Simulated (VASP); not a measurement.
Set up this calculation in VASP 6.6.1, as the native input.

```
Task                   : single point
Functional             : PBE
Potentials or basis    : VASP PAW PBE potentials, release 64 (Si, C)
Cutoff                 : 520 eV
k mesh                 : 6 × 6 × 6
Occupations            : gaussian, width 0.1 eV
Spin                   : collinear spin
Starting moments       : [0.0, 0.0, 1.0, 1.0, 1.0] μB
Dipole correction      : no
Further INCAR settings : ALGO = Normal; EDIFF = 1e-06; NBANDS = 22
```

The structure of Si2C3 lies in POSCAR:

```
Si2C3
1.0
   -1.9772797375      1.9772797375      2.7311753892
    1.9772797375     -1.9772797375      2.7311753892
    1.9772797375      1.9772797375     -2.7311753892
Si C
2 3
Direct
    0.5000000000      0.0000000000      0.5000000000
    0.0000000000      0.5000000000      0.5000000000
    0.5000000000      0.5000000000      0.0000000000
    0.7952189654      0.7952189654      0.0000000000
    0.2047810346      0.2047810346      0.0000000000
```

The cell was generated, and may not be a known phase.

These files were run (other wordings do the same):

INCAR

```
ALGO = Normal
EDIFF = 1E-6
ENCUT = 520
GGA = PE
ISIF = 2
ISMEAR = 0
ISPIN = 2
LASPH = True
LCHARG = False
LORBIT = 11
LREAL = False
LWAVE = False
MAGMOM = 0 0 1 1 1
NBANDS = 22
NELM = 150
PREC = Accurate
SIGMA = 0.1
```

KPOINTS

```
k-points
0
Gamma
  6 6 6
```

Potentials or basis: VASP PAW PBE potentials, release 64 (Si, C).

Run with:

```bash
$ cat potpaw_PBE.64/Si/POTCAR potpaw_PBE.64/C/POTCAR > POTCAR
$ mpirun -np 1 vasp_std > vasp.out
```

It gave:

The pressure is 0.2 GPa. The largest force is 0.017 eV/Å and the band gap on the k mesh is zero (filled and empty bands overlap). The net moment is 0.00 μB per cell. The valence electrons inside the program's atomic spheres are Si 1.50; C 2.55, 2.26 (each value once).

Wall time 56 s on 1 thread of Intel(R) Xeon(R) Platinum 8259CL CPU @ 2.50GHz (Skylake/Cascade Lake) (shared host), peak memory 0.2 GiB.
